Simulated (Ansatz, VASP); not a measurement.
This is a calculation of Sb for VASP 6.6.1.

INCAR

```
SYSTEM = Sb
ALGO = Normal
EDIFF = 1E-7
EDIFFG = -0.01
ENCUT = 600
GGA = RE
IBRION = 2
ISIF = 3
ISMEAR = -1
IVDW = 12
LASPH = .True.
LCHARG = .False.
LREAL = .False.
LWAVE = .False.
NELM = 100
NSW = 60
PREC = Accurate
SIGMA = 0.05
```

KPOINTS

```
k-points
0
Gamma
  12 12 12
  0 0 0
```

File POSCAR:

```
Sb
1.0
   -1.5765401831      1.5765401831      2.7119384313
    1.5765401831     -1.5765401831      2.7119384313
    1.5765401831      1.5765401831     -2.7119384313
Sb
1
Direct
    0.0000000000      0.0000000000      0.0000000000
```

Potentials or basis: VASP PAW PBE potentials, release 64 (Sb).

Command:

```bash
$ cat potpaw_PBE.64/Sb/POTCAR > POTCAR
$ mpirun -np 1 vasp_std > vasp.out
```

Set up the same calculation for Ansatz 0.2.0. Potentials there: Ansatz PAW.

As run (the cutoff follows the program's own potentials):

File input.yaml:

```yaml
crystal:
  lattice:
    - [-1.5765401831, 1.5765401831, 2.7119384313]
    - [1.5765401831, -1.5765401831, 2.7119384313]
    - [1.5765401831, 1.5765401831, -2.7119384313]
  atoms:
    - { symbol: Sb, position: [0.0, 0.0, 0.0] }
hamiltonian:
  xc: revpbe
  pseudopotentials: { kind: paw }
  dispersion: d3bj
kpoints:
  mp_grid: { grid: [12, 12, 12] }
scf:
  occupations: { method: fermi_dirac, width: 0.05 }
output:
  forces: true
  stress: true
  eigenvalues: true
relax:
  f_tol: 0.01
  max_steps: 40
  cell: { stress_tol: 0.05 }
```

Potentials or basis: Ansatz PAW.

The run is started by

```console
$ ansatz run input.yaml --threads 2 --pin off --max-ram 5632MiB --backend cpu --events-out ev --progress --plain --runs-dir out
```

Both were run:

|  | VASP | Ansatz | Ansatz less VASP |
| --- | --- | --- | --- |
| gap on the k mesh at the Fermi level, each at its own relaxed structure (eV) | none | none | - |
| relaxed volume (Å³/atom) | 25.50 | 25.58 | +0.078 |
| relaxed cell length with the largest relative difference (Å) | 3.400 | 3.405 | +0.0049 |

VASP's potentials were made for PBE, not for revPBE. A gap of «none» marks a metal or a gap that the smearing closes. VASP's potentials hold 5 valence electrons a cell and Ansatz's 15, so a difference there can come from the potentials and not from the codes.

Neither program's run includes spin-orbit coupling. Noted on Ansatz's run: the plane-wave basis is chosen anew once the cell has moved, so the energies of steps on either side of that aren't comparable.
